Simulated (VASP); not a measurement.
# BN (P6_3/mmc) in VASP: single point with PBE

Aim: the single point of BN with PBE.

Everything below comes from runs of VASP 6.6.1. Logs are shortened: lines on timing, memory, paths and dates and some standing lists are left out, and cuts for length are marked.

**1. The cell of the first run**

It takes space group P6_3/mmc (No. 194, hexagonal). Conventional cell: a = 2.512 Å, b = 2.512 Å, c = 8.387 Å, α = 90.00°, β = 90.00°, γ = 120.00°. B (site symmetry -6m2) has 3 N at 1.45 Å within 1.9 Å. Within 1.9 Å of N (site symmetry -6m2) lie 3 B at 1.45 Å.

**2. Single point, PBE**

Contents of POSCAR:

```
BN
1.0
    2.5121807812      0.0000000000      0.0000000000
   -1.2560903906      2.1756123754      0.0000000000
    0.0000000000      0.0000000000      8.3870044136
B N
2 2
Direct
    0.3333333333      0.6666666667      0.2500000000
    0.6666666667      0.3333333333      0.7500000000
    0.3333333333      0.6666666667      0.7500000000
    0.6666666667      0.3333333333      0.2500000000
```

Contents of INCAR.step1:

```
SYSTEM = BN
ALGO = Normal ; EDIFF = 1E-7
ENCUT = 520 ; GGA = PE
ISIF = 2 ; ISMEAR = 0
LASPH = .TRUE. ; LCHARG = .TRUE.
LREAL = .FALSE. ; LWAVE = .FALSE.
NBANDS = 16 ; NELM = 80
PREC = Accurate ; SIGMA = 0.05
```

Contents of KPOINTS.step1:

```
k-points
0
G
  16 16 4
  0 0 0
```

Contents of INCAR.step2:

```
SYSTEM = BN
ALGO = Normal ; EDIFF = 1E-7
ENCUT = 520 ; GGA = PE
ICHARG = 11 ; ISIF = 2
ISMEAR = -5 ; LASPH = .TRUE.
LCHARG = .FALSE. ; LORBIT = 11
LREAL = .FALSE. ; LWAVE = .FALSE.
NEDOS = 1001 ; NELM = 80
PREC = Accurate ; SIGMA = 0.05
```

Contents of KPOINTS.step2:

```
k-points
0
G
  24 24 6
  0 0 0
```

Potentials or basis: VASP PAW PBE potentials, release 64 (B, N).

Started as:

```
cat potpaw_PBE.64/B/POTCAR potpaw_PBE.64/N/POTCAR > POTCAR
cp INCAR.step1 INCAR
cp KPOINTS.step1 KPOINTS
mpirun -np 1 vasp_std > vasp.out
cp INCAR.step2 INCAR
cp KPOINTS.step2 KPOINTS
mpirun -np 1 vasp_std > vasp.out
```

OUTCAR:

```text
SYSTEM = BN
   EDIFF = 1E-7
   ENCUT = 520
   GGA = PE
   ICHARG = 11
   ISIF = 2
   ISMEAR = -5
   LASPH = .TRUE.
   LORBIT = 11
   LREAL = .FALSE.
   NELM = 80
   PREC = Accurate

 ion  position               nearest neighbor table
   1  0.333  0.667  0.250-   4 1.45   4 1.45   4 1.45
   2  0.667  0.333  0.750-   3 1.45   3 1.45   3 1.45
   3  0.333  0.667  0.750-   2 1.45   2 1.45   2 1.45
   4  0.667  0.333  0.250-   1 1.45   1 1.45   1 1.45

  LATTYP: Found a hexagonal cell.
 ALAT       =     2.5121807812
 C/A-ratio  =     3.3385353779

  Lattice vectors:

 A1 = (   2.5121807812,   0.0000000000,   0.0000000000)
 A2 = (  -1.2560903906,   2.1756123754,   0.0000000000)
 A3 = (   0.0000000000,   0.0000000000,   8.3870044136)

Analysis of symmetry for initial positions (statically):
=====================================================================
 Subroutine PRICEL returns:
 Original cell was already a primitive cell.

 Routine SETGRP: Setting up the symmetry group for a
 hexagonal supercell.

 Subroutine GETGRP returns: Found 24 space group operations
 (whereof 12 operations were pure point group operations)
 out of a pool of 24 trial point group operations.

The static configuration has the point symmetry D_3d.
 The point group associated with its full space group is D_6h.

Analysis of symmetry for dynamics (positions and initial velocities):
=====================================================================
 Subroutine PRICEL returns:
 Original cell was already a primitive cell.

 Routine SETGRP: Setting up the symmetry group for a
 hexagonal supercell.

 Subroutine GETGRP returns: Found 24 space group operations
 (whereof 12 operations were pure point group operations)
 out of a pool of 24 trial point group operations.

The dynamic configuration has the point symmetry D_3d.
 The point group associated with its full space group is D_6h.

 Subroutine INISYM returns: Found 24 space group operations
 (whereof 12 operations are pure point group operations),
 and found     1 'primitive' translations

----------------------------------------------------------------------------------------

                                     Primitive cell

  volume of cell :      45.8394

  direct lattice vectors                    reciprocal lattice vectors
     2.512180781  0.000000000  0.000000000     0.398060525  0.229820351  0.000000000
    -1.256090391  2.175612375  0.000000000     0.000000000  0.459640702  0.000000000
     0.000000000  0.000000000  8.387004414     0.000000000  0.000000000  0.119232082

  length of vectors
     2.512180781  2.512180781  8.387004414     0.459640702  0.459640702  0.119232082

  position of ions in fractional coordinates (direct lattice)
     0.333333333  0.666666667  0.250000000
     0.666666667  0.333333333  0.750000000
     0.333333333  0.666666667  0.750000000
     0.666666667  0.333333333  0.250000000

  ion indices of the primitive-cell ions
   primitive index   ion index
                 1           1
                 2           2
                 3           3
                 4           4

----------------------------------------------------------------------------------------

 KPOINTS: k-points

Automatic generation of k-mesh.
 Grid dimensions read from file:
 generate k-points for:   24   24    6

 Generating k-lattice:

  Cartesian coordinates                     Fractional coordinates (reciprocal lattice)
     0.016585855  0.009575848  0.000000000     0.041666667  0.000000000  0.000000000
     0.000000000  0.019151696  0.000000000     0.000000000  0.041666667  0.000000000
     0.000000000  0.000000000  0.019872014     0.000000000  0.000000000  0.166666667

  Length of vectors
     0.019151696  0.019151696  0.019872014

  Shift w.r.t. Gamma in fractional coordinates (k-lattice)
     0.000000000  0.000000000  0.000000000

 TETIRR: Found   3507 inequivalent tetrahedra from    20736

 Subroutine IBZKPT returns following result:
 ===========================================

 Found    244 irreducible k-points:

 Following reciprocal coordinates:
            Coordinates               Weight
  0.000000  0.000000  0.000000      1.000000
  0.041667 -0.000000  0.000000      6.000000
  0.083333 -0.000000  0.000000      6.000000
  0.125000 -0.000000  0.000000      6.000000
  0.166667 -0.000000  0.000000      6.000000
  0.208333 -0.000000  0.000000      6.000000
[... 16 lines left out ...]
  0.416667  0.041667  0.000000     12.000000
  0.458333  0.041667  0.000000     12.000000
 [... further k-points ...]
   k-points           NKPTS =    244   k-points in BZ     NKDIM =    244   number of bands    NBANDS=     12
   number of dos      NEDOS =   1001   number of ions     NIONS =      4
   total plane-waves  NPLWV =  25600
   dimension x,y,z NGX =    20 NGY =   20 NGZ =   64
   dimension x,y,z NGXF=    40 NGYF=   40 NGZF=  128
   ions per type =               2   2
   NGX,Y,Z   is equivalent  to a cutoff of  13.24, 13.24, 12.69 a.u.
   NGXF,Y,Z  is equivalent  to a cutoff of  26.47, 26.47, 25.37 a.u.
 SYSTEM =  BN
   PREC   = accura    normal or accurate (medium, high low for compatibility)
   ISTART =      0    job   : 0-new  1-cont  2-samecut
   ICHARG =     11    charge: 1-file 2-atom 10-const
   ISPIN  =      1    spin polarized calculation?
   LNONCOLLINEAR =      F non collinear calculations
   LSORBIT =      F    spin-orbit coupling
   LASPH  =      T    aspherical Exc in radial PAW
   ENCUT  =  520.0 eV  38.22 Ry    6.18 a.u.   4.67  4.67 15.59*2*pi/ulx,y,z
   NELM   =     80;   NELMIN=  2; NELMDL=  0     # of ELM steps
   EDIFF  = 0.1E-06   stopping-criterion for ELM
   LREAL  =      F    real-space projection
   EDIFFG = 0.1E-05   stopping-criterion for IOM
   NSW    =      0    number of steps for IOM
   IBRION =     -1    ionic relax: 0-MD 1-quasi-New 2-CG
   NFREE  =      0    steps in history (QN), initial steepest desc. (CG)
   ISIF   =      2    stress and relaxation
   ISYM   =      2    0-nonsym 1-usesym 2-fastsym
   POTIM  = 0.5000    time-step for ionic-motion
   TEBEG  =    0.0;   TEEND  =   0.0 temperature during run
   PSTRESS=    0.0 pullay stress
   NELECT =      16.0000    total number of electrons
   NUPDOWN=      -1.0000    fix difference up-down
   EMIN   =  10.00;   EMAX   =-10.00  energy-range for DOS
   EFERMI =   0.00;   METHOD = LEGACY
   ISMEAR =    -5;   SIGMA  =   0.05  broadening in eV -4-tet -1-fermi 0-gaus
   EFERMI_NEDOS =   21; number of points for ismear=-14 and -15
   IALGO  =     38    algorithm
   IMIX   =      4    mixing-type and parameters
     AMIX     =   0.40;   BMIX     =  1.00
     AMIX_MAG =   1.60;   BMIX_MAG =  1.00
  volume/ion in A,a.u.               =      11.46        77.33
  Fermi-wavevector in a.u.,A,eV,Ry     =   1.152661  2.178214 18.077084  1.328628
  Thomas-Fermi vector in A             =   2.289311
   LORBIT       =     11    0 simple, 1 ext, 2 COOP (PROOUT), +10 PAW based schemes
   GGA     = PE    functional components
   LHFCALC =     F    Hartree Fock is set to
   AEXX    =    0.0000 exact exchange contribution
   IVDW    =     0    specifies the selected vdW correction
   LEPSILON=     F    determine dielectric tensor
   LRPA    =     F    only Hartree local field effects (RPA)
 non-spin polarized calculation
 Fermi weights with tetrahedron method with Bloechl corrections
  energy-cutoff  :      520.00
  volume of cell :       45.84
 maximum number of plane-waves:      1267
 NGX is ok and might be reduce to    20

 number of electron      15.9999998 magnetization

 Free energy of the ion-electron system (eV)
  ---------------------------------------------------
  ext. energy  EPLUGINS =         0.00000000
  ---------------------------------------------------
  free energy    TOTEN  =       -35.20726901 eV

  energy without entropy =      -35.20726901  energy(sigma->0) =      -35.20726901

 E-fermi :   0.5927     XC(G=0):  -8.5483

 val. band max:        0.5693894119   @ k =   0.3333   0.3333   0.5000
 cond. band min:       4.9560272789   @ k =   0.0000   0.0000   0.0000
 fundamental gap:      4.3866378669
 Fermi energy:         0.5927093226

 k-point     1 :       0.0000    0.0000    0.0000
  band No.  band energies     occupation
      1     -17.0607      2.00000
      2     -17.0217      2.00000
      3      -4.9112      2.00000
      4      -4.3279      2.00000
      5      -0.7809      2.00000
      6      -0.7809      2.00000
      7      -0.7783      2.00000
      8      -0.7783      2.00000
      9       4.9560      0.00000
     10       8.2850      0.00000
     11      10.5839      0.00000
     12      12.0815      0.00000

 k-point     2 :       0.0417   -0.0000    0.0000
  band No.  band energies     occupation
      1     -17.0272      2.00000
      2     -16.9885      2.00000
      3      -4.8658      2.00000
      4      -4.2842      2.00000
      5      -0.9248      2.00000
      6      -0.9238      2.00000
      7      -0.8476      2.00000
      8      -0.8449      2.00000
      9       5.0172      0.00000
     10       8.3135      0.00000
     11      10.6502      0.00000
     12      12.0631      0.00000
[... 301 lines left out ...]
 k-point    23 :       0.4167    0.0417    0.0000
  band No.  band energies     occupation
      1     -14.1864      2.00000
      2     -14.1724      2.00000
      3      -7.9280      2.00000
      4      -7.9194      2.00000
      5      -3.5738      2.00000
      6      -3.5683      2.00000
      7      -0.7819      2.00000
      8      -0.4866      2.00000
      9       5.6146      0.00000
     10       5.9869      0.00000
     11       9.8159      0.00000
     12      10.6072      0.00000

 k-point    24 :       0.4583    0.0417    0.0000
  band No.  band energies     occupation
      1     -13.9970      2.00000
      2     -13.9883      2.00000
      3      -8.2253      2.00000
      4      -8.2165      2.00000
      5      -3.6450      2.00000
      6      -3.6394      2.00000
      7      -0.4617      2.00000
      8      -0.2267      2.00000
      9       5.2155      0.00000
     10       5.6226      0.00000
     11      10.0962      0.00000
     12      10.5835      0.00000

 [... further k-points ...]

------------------------ aborting loop because EDIFF is reached ----------------------------------------

  FORCE on cell =-STRESS in cart. coord.  units (eV):
  Direction    XX          YY          ZZ          XY          YZ          ZX
  --------------------------------------------------------------------------------------
  -------------------------------------------------------------------------------------
  Total        0.0351309      0.0351309     -0.0256281      0.0000000      0.0000000      0.0000000
  in kB        1.2278931      1.2278931     -0.8957527      0.0000000      0.0000000      0.0000000
  external PRESSURE =       0.5200112 kB  Pullay stress =       0.0000000 kB

 VOLUME and BASIS-vectors are now :
 -----------------------------------------------------------------------------
  energy-cutoff  :      520.00
  volume of cell :       45.84
      direct lattice vectors                 reciprocal lattice vectors
     2.512180781  0.000000000  0.000000000     0.398060525  0.229820351  0.000000000
    -1.256090391  2.175612375  0.000000000     0.000000000  0.459640702  0.000000000
     0.000000000  0.000000000  8.387004414     0.000000000  0.000000000  0.119232082

 POSITION                                       TOTAL-FORCE (eV/Angst)
 -----------------------------------------------------------------------------------
     -0.00000      1.45041      2.09675         0.000000      0.000000      0.000000
      1.25609      0.72520      6.29025         0.000000      0.000000      0.000000
     -0.00000      1.45041      6.29025         0.000000     -0.000000      0.000000
      1.25609      0.72520      2.09675        -0.000000      0.000000      0.000000
 -----------------------------------------------------------------------------------
    total drift:                               -0.000000      0.000000     -0.000000

  FREE ENERGIE OF THE ION-ELECTRON SYSTEM (eV)
  ---------------------------------------------------
  free  energy   TOTEN  =       -35.2072690067 eV

  energy  without entropy=      -35.2072690067  energy(sigma->0) =      -35.20726901

 total charge

# of ion       s       p       d       tot
------------------------------------------
    1        0.740   1.414   0.000   2.154
    2        0.740   1.414   0.000   2.154
    3        1.224   2.787   0.000   4.011
    4        1.224   2.787   0.000   4.011
--------------------------------------------------
tot          3.928   8.403   0.000  12.331
```

Run time: 2.5 min. Hardware: 1 thread of Intel Xeon 8259CL, shared host; peak memory 0.25 GiB.

Results:

```yaml
Valence_electrons_inside_the_program's_atomic_spheres: B 2.15; N 4.01
```

Levels at points of the mesh, in eV from the valence-band top:
```csv
k point,band 5,band 6,band 7,band 8,band 9,band 10,band 11,band 12
"(0.00, 0.00, 0.00)",-1.35,-1.35,-1.35,-1.35,4.39,7.72,10.01,11.51
"(0.50, 0.00, 0.00)",-4.12,-4.12,-1.01,-0.79,4.58,5.00,9.43,9.86
"(0.00, 0.00, 0.50)",-1.35,-1.35,-1.35,-1.35,5.66,5.66,11.51,11.54
"(0.50, 0.00, 0.50)",-4.12,-4.12,-0.90,-0.90,4.77,4.77,9.69,9.69
```

Caveat: this functional lacks dispersion, which binds the layers, so the pressure and a relaxed spacing across them are unreliable.
